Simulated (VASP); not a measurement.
# LiNbO3: single point with PBE

LiNbO3:

```
CELL_PARAMETERS angstrom
2.63472 1.52116 4.63437
-2.63472 1.52116 4.63437
0.00000 -3.04231 4.63437
ATOMIC_POSITIONS crystal
Li 0.25000 0.25000 0.25000
Li 0.75000 0.75000 0.75000
Nb 0.50000 0.50000 0.50000
Nb 0.00000 0.00000 0.00000
O 0.12963 0.37037 0.75000
O 0.37037 0.75000 0.12963
O 0.87037 0.62963 0.25000
O 0.25000 0.87037 0.62963
O 0.62963 0.25000 0.87037
O 0.75000 0.12963 0.37037
```

```json
{
 "Program": "VASP 6.6.1",
 "Task": "single point",
 "Functional": "PBE",
 "Potentials or basis": "VASP PAW PBE potentials, release 64 (Li_sv, Nb_sv, O)",
 "Cutoff": "520 eV",
 "k mesh": "6 × 6 × 6",
 "Occupations": "gaussian, width 0.1 eV",
 "Spin": "no spin polarisation",
 "Dipole correction": "no",
 "Further INCAR settings": "ALGO = Normal; EDIFF = 1e-06; NBANDS = 45"
}
```

```yaml
Largest_force: 0.228 eV/Å
Band_gap_on_the_k_mesh: 2.40 eV (least direct gap 2.52 eV)
```

Forces on the atoms (eV/Å):
```
Li   0.000  0.000  0.000
Li   0.000  0.000  0.000
Nb   0.000  0.000  0.000
Nb   0.000  0.000  0.000
O    0.228  0.000  0.000
O   -0.114 -0.197  0.000
O   -0.228  0.000  0.000
O    0.114 -0.197  0.000
O    0.114  0.197  0.000
O   -0.114  0.197  0.000
```

Levels at points of the mesh, in eV from the valence-band top:
| k point | band 31 | band 32 | band 33 | band 34 | band 35 | band 36 | band 37 | band 38 |
| --- | --- | --- | --- | --- | --- | --- | --- | --- |
| (0.00, 0.00, 0.00) | -0.25 | -0.19 | -0.19 | -0.07 | 2.45 | 2.45 | 2.61 | 4.41 |
| (0.50, 0.00, 0.00) | -0.26 | -0.26 | -0.22 | -0.22 | 3.94 | 3.94 | 3.97 | 3.97 |
| (0.50, 0.50, 0.00) | -1.02 | -0.42 | -0.30 | -0.26 | 2.41 | 3.43 | 3.76 | 4.15 |
| (0.50, 0.50, 0.50) | -0.29 | -0.29 | -0.29 | -0.29 | 3.99 | 3.99 | 4.23 | 4.23 |

Run time: 7.4 min on 1 thread of AMD EPYC 7R13, on a shared host, peak memory 0.29 GiB.

 A k mesh can miss the band edges.
